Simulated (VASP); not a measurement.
# Cr (P6_3/mmc) in VASP: further runs

The runs below take Cr through single point, with PBE.

Program: VASP 6.6.1. These are calculated values, not measurements. Logs are shortened: lines on timing, memory, paths and dates and some standing lists are left out, and cuts for length are marked.

## 1. The cell of the first run

Symmetry: P6_3/mmc, No. 194, hexagonal system. Conventional cell: a = 2.288 Å, b = 2.288 Å, c = 4.000 Å, α = 90.00°, β = 90.00°, γ = 120.00°. Cr (site symmetry -6m2) has 12 Cr at 2.29 to 2.40 Å within 3.0 Å.

## 2. Single point, PBE

The input, INCAR:

```
PREC = Accurate
ENCUT = 520
EDIFF = 1E-6
ISMEAR = -1
SIGMA = 0.1
LREAL = False
LASPH = True
NELM = 80
ALGO = Normal
ISIF = 2
LWAVE = False
LCHARG = False
GGA = PE
NBANDS = 19
```

The input, KPOINTS:

```
Automatic mesh
0
Gamma
  17 17 9
```

The input, POSCAR:

```
Cr
1.0
    2.2877056977      0.0000000000      0.0000000000
   -1.1438528488      1.9812112506      0.0000000000
    0.0000000000      0.0000000000      4.0001295577
Cr
2
Direct
    0.3333333333      0.6666666667      0.2500000000
    0.6666666667      0.3333333333      0.7500000000
```

Potentials or basis: VASP PAW PBE potentials, release 64 (Cr_pv).

On the command line:

```sh
cat potpaw_PBE.64/Cr_pv/POTCAR > POTCAR
mpirun -np 1 vasp_std > vasp.out
```

OUTCAR:

```text
PREC = Accurate
   ENCUT = 520
   EDIFF = 1E-6
   ISMEAR = -1
   LREAL = False
   LASPH = True
   NELM = 80
   ISIF = 2
   GGA = PE

 ion  position               nearest neighbor table
   1  0.333  0.667  0.250-   2 2.40   2 2.40   2 2.40   2 2.40   2 2.40   2 2.40
   2  0.667  0.333  0.750-   1 2.40   1 2.40   1 2.40   1 2.40   1 2.40   1 2.40

  LATTYP: Found a hexagonal cell.
 ALAT       =     2.2877056977
 C/A-ratio  =     1.7485332846

  Lattice vectors:

 A1 = (   2.2877056977,   0.0000000000,   0.0000000000)
 A2 = (  -1.1438528488,   1.9812112506,   0.0000000000)
 A3 = (   0.0000000000,   0.0000000000,   4.0001295577)

Analysis of symmetry for initial positions (statically):
=====================================================================
 Subroutine PRICEL returns:
 Original cell was already a primitive cell.

 Routine SETGRP: Setting up the symmetry group for a
 hexagonal supercell.

 Subroutine GETGRP returns: Found 24 space group operations
 (whereof 12 operations were pure point group operations)
 out of a pool of 24 trial point group operations.

The static configuration has the point symmetry D_3d.
 The point group associated with its full space group is D_6h.

Analysis of symmetry for dynamics (positions and initial velocities):
=====================================================================
 Subroutine PRICEL returns:
 Original cell was already a primitive cell.

 Routine SETGRP: Setting up the symmetry group for a
 hexagonal supercell.

 Subroutine GETGRP returns: Found 24 space group operations
 (whereof 12 operations were pure point group operations)
 out of a pool of 24 trial point group operations.

The dynamic configuration has the point symmetry D_3d.
 The point group associated with its full space group is D_6h.

 Subroutine INISYM returns: Found 24 space group operations
 (whereof 12 operations are pure point group operations),
 and found     1 'primitive' translations

----------------------------------------------------------------------------------------

                                     Primitive cell

  volume of cell :      18.1303

  direct lattice vectors                    reciprocal lattice vectors
     2.287705698  0.000000000  0.000000000     0.437119163  0.252370866  0.000000000
    -1.143852849  1.981211251  0.000000000     0.000000000  0.504741733  0.000000000
     0.000000000  0.000000000  4.000129558     0.000000000  0.000000000  0.249991903

  length of vectors
     2.287705698  2.287705698  4.000129558     0.504741733  0.504741733  0.249991903

[... 79 lines left out ...]
   NELM   =     80;   NELMIN=  2; NELMDL= -5     # of ELM steps
   EDIFF  = 0.1E-05   stopping-criterion for ELM
   LREAL  =      F    real-space projection
   EDIFFG = 0.1E-04   stopping-criterion for IOM
   NSW    =      0    number of steps for IOM
   IBRION =     -1    ionic relax: 0-MD 1-quasi-New 2-CG
   NFREE  =      0    steps in history (QN), initial steepest desc. (CG)
   ISIF   =      2    stress and relaxation
   ISYM   =      2    0-nonsym 1-usesym 2-fastsym
   POTIM  = 0.5000    time-step for ionic-motion
   TEBEG  =    0.0;   TEEND  =   0.0 temperature during run
   PSTRESS=    0.0 pullay stress
   NELECT =      24.0000    total number of electrons
   NUPDOWN=      -1.0000    fix difference up-down
   EMIN   =  10.00;   EMAX   =-10.00  energy-range for DOS
   EFERMI =   0.00;   METHOD = LEGACY
   ISMEAR =    -1;   SIGMA  =   0.10  broadening in eV -4-tet -1-fermi 0-gaus
   EFERMI_NEDOS =   21; number of points for ismear=-14 and -15
   IALGO  =     38    algorithm
   IMIX   =      4    mixing-type and parameters
     AMIX     =   0.40;   BMIX     =  1.00
     AMIX_MAG =   1.60;   BMIX_MAG =  1.00
  volume/ion in A,a.u.               =       9.07        61.17
  Fermi-wavevector in a.u.,A,eV,Ry     =   1.797533  3.396845 43.962131  3.231125
  Thomas-Fermi vector in A             =   2.858856
   LORBIT       =      0    0 simple, 1 ext, 2 COOP (PROOUT), +10 PAW based schemes
   GGA     = PE    functional components
   LHFCALC =     F    Hartree Fock is set to
   AEXX    =    0.0000 exact exchange contribution
   IVDW    =     0    specifies the selected vdW correction
   LEPSILON=     F    determine dielectric tensor
   LRPA    =     F    only Hartree local field effects (RPA)
 non-spin polarized calculation
  energy-cutoff  :      520.00
  volume of cell :       18.13
 maximum number of plane-waves:       513
 NGX is ok and might be reduce to    18

 number of electron      24.0000015 magnetization

 Free energy of the ion-electron system (eV)
  ---------------------------------------------------
  ext. energy  EPLUGINS =         0.00000000
  ---------------------------------------------------
  free energy    TOTEN  =       -16.69580516 eV

  energy without entropy =      -16.61158026  energy(sigma->0) =      -16.65369271

 E-fermi :  14.6162     XC(G=0): -15.1138

 val. band max:       14.6161161940   @ k =   0.1176   0.0588   0.3333
 cond. band min:      14.6183990004   @ k =   0.0588   0.0000   0.0000
 fundamental gap:      0.0022828064
 Fermi energy:        14.6162471445

 k-point     1 :       0.0000    0.0000    0.0000
  band No.  band energies     occupation
      1     -29.1364      2.00000
      2     -27.4415      2.00000
      3     -27.3446      2.00000
      4     -27.3446      2.00000
      5     -27.1821      2.00000
      6     -27.1821      2.00000
[... 505 lines left out ...]
      6     -27.5443      2.00000
[... 11 lines left out ...]
     18      22.4247      0.00000
     19      22.4267      0.00000

 [... further k-points ...]

------------------------ aborting loop because EDIFF is reached ----------------------------------------

  FORCE on cell =-STRESS in cart. coord.  units (eV):
  Direction    XX          YY          ZZ          XY          YZ          ZX
  --------------------------------------------------------------------------------------
  -------------------------------------------------------------------------------------
  Total       12.6892669     12.6892669     12.6297072      0.0000000     -0.0000000      0.0000000
  in kB     1121.3524008   1121.3524008   1116.0891048      0.0000000     -0.0000000      0.0000000
  external PRESSURE =    1119.5979688 kB  Pullay stress =       0.0000000 kB

 VOLUME and BASIS-vectors are now :
 -----------------------------------------------------------------------------
  energy-cutoff  :      520.00
  volume of cell :       18.13
      direct lattice vectors                 reciprocal lattice vectors
     2.287705698  0.000000000  0.000000000     0.437119163  0.252370866  0.000000000
    -1.143852849  1.981211251  0.000000000     0.000000000  0.504741733  0.000000000
     0.000000000  0.000000000  4.000129558     0.000000000  0.000000000  0.249991903

 POSITION                                       TOTAL-FORCE (eV/Angst)
 -----------------------------------------------------------------------------------
     -0.00000      1.32081      1.00003        -0.000000     -0.000000      0.000000
      1.14385      0.66040      3.00010         0.000000      0.000000      0.000000
 -----------------------------------------------------------------------------------
    total drift:                               -0.000000      0.000000     -0.000000

  FREE ENERGIE OF THE ION-ELECTRON SYSTEM (eV)
  ---------------------------------------------------
  free  energy   TOTEN  =       -16.6958051637 eV

  energy  without entropy=      -16.6115802638  energy(sigma->0) =      -16.65369271
```

Wall time 23 s (1 thread of Intel Xeon 6975P-C (Granite Rapids), shared host); peak memory 0.16 GiB.

What came out:

| Property | Result |
| --- | --- |
| Free energy | -16.6958 eV |
| Pressure | 112.0 GPa |
| Band gap on the k mesh | zero (band 12 reaches 16.04 eV, above the bottom of band 13 at 14.03 eV) |

Caveat: the run has no spin polarisation, though such a crystal can be magnetic. Spin polarisation is off, so any magnetic state and its effect on volume and gap are missing.

## 3. Single point, PBE

This run uses another cell than the first one, of 10.02 Å³/atom, 1.105 times its volume.

The input, INCAR:

```
ALGO = Normal ; EDIFF = 1E-6
ENCUT = 520 ; GGA = PE
ISIF = 2 ; ISMEAR = -1
LASPH = T ; LCHARG = F
LREAL = F ; LWAVE = F
NBANDS = 19 ; NELM = 80
PREC = Accurate ; SIGMA = 0.1
```

The input, KPOINTS:

```
k-points
0
Gamma
  17 17 9
```

The input, POSCAR:

```
Cr
1.0
    2.3589526744      0.0000000000      0.0000000000
   -1.1794763372      2.0429129423      0.0000000000
    0.0000000000      0.0000000000      4.1581638924
Cr
2
Direct
    0.3333333333      0.6666666667      0.2500000000
    0.6666666667      0.3333333333      0.7500000000
```

Potentials or basis: VASP PAW PBE potentials, release 64 (Cr_pv).

On the command line:

```sh
cat potpaw_PBE.64/Cr_pv/POTCAR > POTCAR
mpirun -np 1 vasp_std > vasp.out
```

Wall time 28 s (1 thread of Intel Xeon 6975P-C (Granite Rapids), shared host); peak memory 0.16 GiB.

Results (log left out):

```yaml
Free_energy: -17.6857 eV
Pressure: 58.0 GPa
Band_gap_on_the_k_mesh: zero (band 12 reaches 14.12 eV, above the bottom of band 13 at 12.49 eV)
```

Stress tensor (GPa, compression positive):
```
58.03  0.00  0.00
 0.00 58.03  0.00
 0.00  0.00 57.84
```

Levels at points of the mesh, in eV from the Fermi level:
```
           k point  band 10  band 11  band 12  band 13  band 14  band 15
(0.00, 0.00, 0.00)    -0.52    -0.52    -0.06    -0.06     0.23     1.23
```

Caveat: the run has no spin polarisation, though such a crystal can be magnetic.

## 4. Single point, PBE

The input, INCAR:

```
  PREC = Accurate
  ENCUT = 520
  EDIFF = 1E-6
  ISMEAR = -1
  SIGMA = 0.1
  LREAL = False
  LASPH = True
  NELM = 60
  ALGO = Normal
  ISIF = 2
  LWAVE = False
  LCHARG = False
  GGA = PE
  NBANDS = 19
```

The input, KPOINTS:

```
regular mesh
0
Gamma
  17 17 9
```

Edit POSCAR of step 3 so:

```diff
@@ -2,3 +2,3 @@
 1.0
-    2.3589526744      0.0000000000      0.0000000000
+    2.3589526743      0.0000000000      0.0000000000
    -1.1794763372      2.0429129423      0.0000000000
```

On the command line:

```sh
cat potpaw_PBE.64/Cr_pv/POTCAR > POTCAR
mpirun -np 1 vasp_std > vasp.out
```

Run time: 22 s. Hardware: 1 thread of Intel Xeon 6975P-C (Granite Rapids), shared host; peak memory 0.16 GiB.

The run converged. Its results:

```yaml
Free_energy: -17.6857 eV
Pressure: 58.0 GPa
Band_gap_on_the_k_mesh: zero (band 12 reaches 14.12 eV, above the bottom of band 13 at 12.49 eV)
```

Stress tensor (GPa, compression positive):
```
58.03  0.00  0.00
 0.00 58.03  0.00
 0.00  0.00 57.84
```

Levels at points of the mesh, in eV from the Fermi level:
```csv
k point,band 9,band 10,band 11,band 12,band 13,band 14,band 15,band 16
"(0.00, 0.00, 0.00)",-1.43,-0.52,-0.52,-0.06,-0.06,0.23,1.23,1.23
```

Caveat: the run has no spin polarisation, though such a crystal can be magnetic.
